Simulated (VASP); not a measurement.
# Y3NbN4 (P6mm) in VASP: single point with PBE

Aim: the single point of Y3NbN4 with PBE.

Everything below comes from runs of VASP 6.6.1. Logs are shortened: lines on timing, memory, paths and dates and some standing lists are left out, and cuts for length are marked.

## 1. The cell of the first run

It takes space group P6mm (No. 183, hexagonal). Conventional cell: a = 5.419 Å, b = 5.419 Å, c = 5.619 Å, α = 90.00°, β = 90.00°, γ = 120.00°. Within 2.7 Å of Y (site symmetry 2mm) lie 2 N at 2.04 Å. Nb (site symmetry 6mm) has 1 N at 1.49 Å within 2.0 Å. N (site symmetry 3m) has 3 Y at 2.04 Å within 2.7 Å. N (site symmetry 6mm) has 1 N at 1.16 Å and 1 Nb at 1.49 Å within 1.6 Å. N (site symmetry 6mm) has 1 N at 1.16 Å within 1.6 Å.

## 2. Single point, PBE

Input file INCAR:

```
SYSTEM = Y3NbN4
PREC = Accurate
ENCUT = 520
EDIFF = 1E-7
ISMEAR = 0
SIGMA = 0.1
LREAL = .False.
LASPH = .True.
NELM = 100
ALGO = Normal
ISIF = 2
LWAVE = .False.
LCHARG = .False.
GGA = PE
NBANDS = 43
```

Input file KPOINTS:

```
regular mesh
0
Gamma
  6 6 4
  0 0 0
```

Input file POSCAR:

```
Y3NbN4
1.0
    5.4190108500      0.0000000000      0.0000000000
   -2.7095054200      4.6930010600      0.0000000000
    0.0000000000      0.0000000000      5.6191650900
Y Nb N
3 1 4
Direct
    0.5000000000      0.0000000000      0.7528206000
    0.0000000000      0.5000000000      0.7528206000
    0.5000000000      0.5000000000      0.7528206000
    0.0000000000      0.0000000000      0.2553933200
    0.3333333300      0.6666666700      0.9870639200
    0.6666666700      0.3333333300      0.9870639200
    0.0000000000      0.0000000000      0.9905466800
    0.0000000000      0.0000000000      0.7848988700
```

Potentials or basis: VASP PAW PBE potentials, release 64 (Y_sv, Nb_sv, N).

The run is started by

```console
$ cat potpaw_PBE.64/Y_sv/POTCAR potpaw_PBE.64/Nb_sv/POTCAR potpaw_PBE.64/N/POTCAR > POTCAR
$ mpirun -np 1 vasp_std > vasp.out
```

OUTCAR:

```text
SYSTEM = Y3NbN4
   PREC = Accurate
   ENCUT = 520
   EDIFF = 1E-7
   ISMEAR = 0
   LREAL = .False.
   LASPH = .True.
   NELM = 100
   ISIF = 2
   GGA = PE

 ion  position               nearest neighbor table
   1  0.500  0.000  0.753-   5 2.04   6 2.04   3 2.71   3 2.71   2 2.71   2 2.71   8 2.72   8 2.72
                             7 3.02   7 3.02
   2  0.000  0.500  0.753-   5 2.04   6 2.04   3 2.71   3 2.71   1 2.71   1 2.71   8 2.72   8 2.72
                             7 3.02   7 3.02
   3  0.500  0.500  0.753-   5 2.04   6 2.04   1 2.71   1 2.71   2 2.71   2 2.71   8 2.72   8 2.72
                             7 3.02   7 3.02
   4  0.000  0.000  0.255-   7 1.49
   5  0.333  0.667  0.987-   1 2.04   2 2.04   3 2.04
   6  0.667  0.333  0.987-   1 2.04   2 2.04   3 2.04
   7  0.000  0.000  0.991-   8 1.16   4 1.49   2 3.02   2 3.02   1 3.02   1 3.02   3 3.02   3 3.02

   8  0.000  0.000  0.785-   7 1.16   2 2.72   2 2.72   1 2.72   1 2.72   3 2.72   3 2.72

  LATTYP: Found a hexagonal cell.
 ALAT       =     5.4190108500
 C/A-ratio  =     1.0369355673

  Lattice vectors:

 A1 = (   5.4190108500,   0.0000000000,   0.0000000000)
 A2 = (  -2.7095054200,   4.6930010600,   0.0000000000)
 A3 = (   0.0000000000,   0.0000000000,   5.6191650900)

Analysis of symmetry for initial positions (statically):
=====================================================================
 Subroutine PRICEL returns:
 Original cell was already a primitive cell.

 Routine SETGRP: Setting up the symmetry group for a
 hexagonal supercell.

 Subroutine GETGRP returns: Found 12 space group operations
 (whereof 12 operations were pure point group operations)
 out of a pool of 24 trial point group operations.

The static configuration has the point symmetry C_6v.

Analysis of symmetry for dynamics (positions and initial velocities):
=====================================================================
 Subroutine PRICEL returns:
 Original cell was already a primitive cell.

 Routine SETGRP: Setting up the symmetry group for a
 hexagonal supercell.

 Subroutine GETGRP returns: Found 12 space group operations
 (whereof 12 operations were pure point group operations)
 out of a pool of 24 trial point group operations.

The dynamic configuration has the point symmetry C_6v.

 Subroutine INISYM returns: Found 12 space group operations
 (whereof 12 operations are pure point group operations),
 and found     1 'primitive' translations

----------------------------------------------------------------------------------------

                                     Primitive cell

  volume of cell :     142.9034

  direct lattice vectors                    reciprocal lattice vectors
     5.419010850  0.000000000  0.000000000     0.184535523  0.106541634  0.000000000
    -2.709505420  4.693001060  0.000000000     0.000000000  0.213083267  0.000000000
     0.000000000  0.000000000  5.619165090     0.000000000  0.000000000  0.177962381

  length of vectors
     5.419010850  5.419010848  5.619165090     0.213083267  0.213083267  0.177962381

  position of ions in fractional coordinates (direct lattice)
     0.500000000  0.000000000  0.752820600
     0.000000000  0.500000000  0.752820600
     0.500000000  0.500000000  0.752820600
     0.000000000  0.000000000  0.255393320
     0.333333330  0.666666670  0.987063920
     0.666666670  0.333333330  0.987063920
     0.000000000  0.000000000  0.990546680
     0.000000000  0.000000000  0.784898870

  ion indices of the primitive-cell ions
   primitive index   ion index
                 1           1
                 2           2
                 3           3
                 4           4
                 5           5
                 6           6
                 7           7
                 8           8

----------------------------------------------------------------------------------------

 KPOINTS: regular mesh

Automatic generation of k-mesh.
 Grid dimensions read from file:
 generate k-points for:    6    6    4

 Generating k-lattice:

  Cartesian coordinates                     Fractional coordinates (reciprocal lattice)
     0.030755920  0.017756939  0.000000000     0.166666667  0.000000000  0.000000000
     0.000000000  0.035513878  0.000000000     0.000000000  0.166666667  0.000000000
     0.000000000  0.000000000  0.044490595     0.000000000  0.000000000  0.250000000

  Length of vectors
     0.035513878  0.035513878  0.044490595

  Shift w.r.t. Gamma in fractional coordinates (k-lattice)
     0.000000000  0.000000000  0.000000000

 Subroutine IBZKPT returns following result:
 ===========================================

 Found     21 irreducible k-points:

 Following reciprocal coordinates:
            Coordinates               Weight
  0.000000  0.000000  0.000000      1.000000
  0.166667  0.000000  0.000000      6.000000
  0.333333  0.000000  0.000000      6.000000
  0.500000 -0.000000  0.000000      3.000000
  0.166667  0.166667  0.000000      6.000000
  0.333333  0.166667  0.000000     12.000000
[... 13 lines left out ...]
  0.333333  0.166667  0.500000     12.000000
  0.333333  0.333333  0.500000      2.000000
   k-points           NKPTS =     21   k-points in BZ     NKDIM =     21   number of bands    NBANDS=     43
   number of dos      NEDOS =    301   number of ions     NIONS =      8
   total plane-waves  NPLWV =  67200
   dimension x,y,z NGX =    40 NGY =   40 NGZ =   42
   dimension x,y,z NGXF=    80 NGYF=   80 NGZF=   84
   ions per type =               3   1   4
   NGX,Y,Z   is equivalent  to a cutoff of  12.27, 12.27, 12.43 a.u.
   NGXF,Y,Z  is equivalent  to a cutoff of  24.54, 24.54, 24.85 a.u.
 SYSTEM =  Y3NbN4
   PREC   = accura    normal or accurate (medium, high low for compatibility)
   ISTART =      0    job   : 0-new  1-cont  2-samecut
   ICHARG =      2    charge: 1-file 2-atom 10-const
   ISPIN  =      1    spin polarized calculation?
   LNONCOLLINEAR =      F non collinear calculations
   LSORBIT =      F    spin-orbit coupling
   LASPH  =      T    aspherical Exc in radial PAW
   ENCUT  =  520.0 eV  38.22 Ry    6.18 a.u.  10.08 10.08 10.45*2*pi/ulx,y,z
   NELM   =    100;   NELMIN=  2; NELMDL= -5     # of ELM steps
   EDIFF  = 0.1E-06   stopping-criterion for ELM
   LREAL  =      F    real-space projection
   EDIFFG = 0.1E-05   stopping-criterion for IOM
   NSW    =      0    number of steps for IOM
   IBRION =     -1    ionic relax: 0-MD 1-quasi-New 2-CG
   NFREE  =      0    steps in history (QN), initial steepest desc. (CG)
   ISIF   =      2    stress and relaxation
   ISYM   =      2    0-nonsym 1-usesym 2-fastsym
   POTIM  = 0.5000    time-step for ionic-motion
   TEBEG  =    0.0;   TEEND  =   0.0 temperature during run
   PSTRESS=    0.0 pullay stress
   NELECT =      66.0000    total number of electrons
   NUPDOWN=      -1.0000    fix difference up-down
   EMIN   =  10.00;   EMAX   =-10.00  energy-range for DOS
   EFERMI =   0.00;   METHOD = LEGACY
   ISMEAR =     0;   SIGMA  =   0.10  broadening in eV -4-tet -1-fermi 0-gaus
   EFERMI_NEDOS =   21; number of points for ismear=-14 and -15
   IALGO  =     38    algorithm
   IMIX   =      4    mixing-type and parameters
     AMIX     =   0.40;   BMIX     =  1.00
     AMIX_MAG =   1.60;   BMIX_MAG =  1.00
  volume/ion in A,a.u.               =      17.86       120.54
  Fermi-wavevector in a.u.,A,eV,Ry     =   1.265441  2.391337 21.787575  1.601342
  Thomas-Fermi vector in A             =   2.398694
   LORBIT       =      0    0 simple, 1 ext, 2 COOP (PROOUT), +10 PAW based schemes
   GGA     = PE    functional components
   LHFCALC =     F    Hartree Fock is set to
   AEXX    =    0.0000 exact exchange contribution
   IVDW    =     0    specifies the selected vdW correction
   LEPSILON=     F    determine dielectric tensor
   LRPA    =     F    only Hartree local field effects (RPA)
 non-spin polarized calculation
 Gauss-broadening in eV      SIGMA  =   0.10
  energy-cutoff  :      520.00
  volume of cell :      142.90
 maximum number of plane-waves:      3867
   NGX = 21   NGY = 21   NGZ = 21

 number of electron      65.9999997 magnetization

 Free energy of the ion-electron system (eV)
  ---------------------------------------------------
  ext. energy  EPLUGINS =         0.00000000
  ---------------------------------------------------
  free energy    TOTEN  =       -52.00560440 eV

  energy without entropy =      -51.96034822  energy(sigma->0) =      -51.98297631

 E-fermi :   4.6462     XC(G=0):  -9.9532

 val. band max:        4.6228153027   @ k =   0.3333   0.3333   0.0000
 cond. band min:       4.6472769367   @ k =   0.3333   0.1667   0.2500
 fundamental gap:      0.0244616340
 Fermi energy:         4.6462305710

 k-point     1 :       0.0000    0.0000    0.0000
  band No.  band energies     occupation
      1     -51.2409      2.00000
      2     -38.3754      2.00000
      3     -37.6098      2.00000
      4     -37.6098      2.00000
      5     -29.0017      2.00000
      6     -27.0898      2.00000
[... 35 lines left out ...]
     42       7.6825      0.00000
     43       8.7052      0.00000

 k-point     2 :       0.1667    0.0000    0.0000
  band No.  band energies     occupation
      1     -51.2409      2.00000
      2     -38.3338      2.00000
      3     -37.6594      2.00000
      4     -37.6105      2.00000
      5     -29.0017      2.00000
      6     -27.0899      2.00000
[... 35 lines left out ...]
     42       7.5622      0.00000
     43       8.6978      0.00000

 k-point     3 :       0.3333    0.0000    0.0000
  band No.  band energies     occupation
      1     -51.2409      2.00000
      2     -38.2243      2.00000
      3     -37.7846      2.00000
      4     -37.6118      2.00000
      5     -29.0016      2.00000
      6     -27.0901      2.00000
[... 35 lines left out ...]
     42       7.9376      0.00000
     43       8.5220      0.00000

 k-point     4 :       0.5000   -0.0000    0.0000
  band No.  band energies     occupation
      1     -51.2409      2.00000
      2     -38.1341      2.00000
      3     -37.8825      2.00000
      4     -37.6125      2.00000
      5     -29.0016      2.00000
      6     -27.0902      2.00000
[... 725 lines left out ...]
     42       7.4335      0.00000
     43       8.3300      0.00000

 k-point    20 :       0.3333    0.1667    0.5000
  band No.  band energies     occupation
      1     -51.2408      2.00000
      2     -38.1346      2.00000
      3     -37.8814      2.00000
      4     -37.6131      2.00000
      5     -29.0040      2.00000
      6     -27.0902      2.00000
[... 35 lines left out ...]
     42       7.6150      0.00000
     43       7.8499      0.00000

 k-point    21 :       0.3333    0.3333    0.5000
  band No.  band energies     occupation
      1     -51.2409      2.00000
      2     -38.0097      2.00000
      3     -38.0097      2.00000
      4     -37.6140      2.00000
      5     -29.0041      2.00000
      6     -27.0901      2.00000
[... 35 lines left out ...]
     42       7.0133      0.00000
     43       8.1695      0.00000

------------------------ aborting loop because EDIFF is reached ----------------------------------------

  FORCE on cell =-STRESS in cart. coord.  units (eV):
  Direction    XX          YY          ZZ          XY          YZ          ZX
  --------------------------------------------------------------------------------------
  -------------------------------------------------------------------------------------
  Total       23.3704458     23.3704458     54.2348722      0.0000000     -0.0000000     -0.0000000
  in kB      262.0204057    262.0204058    608.0604252      0.0000003     -0.0000000     -0.0000000
  external PRESSURE =     377.3670789 kB  Pullay stress =       0.0000000 kB

 VOLUME and BASIS-vectors are now :
 -----------------------------------------------------------------------------
  energy-cutoff  :      520.00
  volume of cell :      142.90
      direct lattice vectors                 reciprocal lattice vectors
     5.419010850  0.000000000  0.000000000     0.184535523  0.106541634  0.000000000
    -2.709505420  4.693001060  0.000000000     0.000000000  0.213083267  0.000000000
     0.000000000  0.000000000  5.619165090     0.000000000  0.000000000  0.177962381

 POSITION                                       TOTAL-FORCE (eV/Angst)
 -----------------------------------------------------------------------------------
      2.70951      0.00000      4.23022         0.000000     -0.000000     -1.693513
     -1.35475      2.34650      4.23022         0.000000      0.000000     -1.693513
      1.35475      2.34650      4.23022         0.000000      0.000000     -1.693513
      0.00000      0.00000      1.43510        -0.000000     -0.000000     23.696955
     -0.00000      3.12867      5.54648        -0.000000      0.000000      1.826799
      2.70951      1.56433      5.54648         0.000000     -0.000000      1.826799
      0.00000      0.00000      5.56605        -0.000000     -0.000000     -7.918305
      0.00000      0.00000      4.41048         0.000000      0.000000    -14.351707
 -----------------------------------------------------------------------------------
    total drift:                               -0.000000     -0.000000      0.000698

  FREE ENERGIE OF THE ION-ELECTRON SYSTEM (eV)
  ---------------------------------------------------
  free  energy   TOTEN  =       -52.0056043959 eV

  energy  without entropy=      -51.9603482162  energy(sigma->0) =      -51.98297631
```

It took 2.1 min on 1 thread of Intel Xeon 6975P-C (Granite Rapids), shared host; peak memory 0.31 GiB.

Results:

```yaml
Free_energy: -52.0056 eV
Pressure: 37.7 GPa
Largest_force: 23.697 eV/Å
Band_gap_on_the_k_mesh: zero (band 33 reaches 4.79 eV, above the bottom of band 34 at 4.04 eV)
```

Forces on the atoms (eV/Å):
```
Y     0.000   0.000  -1.694
Y     0.000   0.000  -1.694
Y     0.000   0.000  -1.694
Nb    0.000   0.000  23.697
N     0.000   0.000   1.827
N     0.000   0.000   1.827
N     0.000   0.000  -7.918
N     0.000   0.000 -14.352
```

Stress tensor (GPa, compression positive):
```
26.20  0.00  0.00
 0.00 26.20  0.00
 0.00  0.00 60.81
```

Caveat: the standard files for N, O and F lose accuracy on very short bonds; forces of over 1 eV/Å act on the atoms, so gaps and moduli don't describe the material at rest.
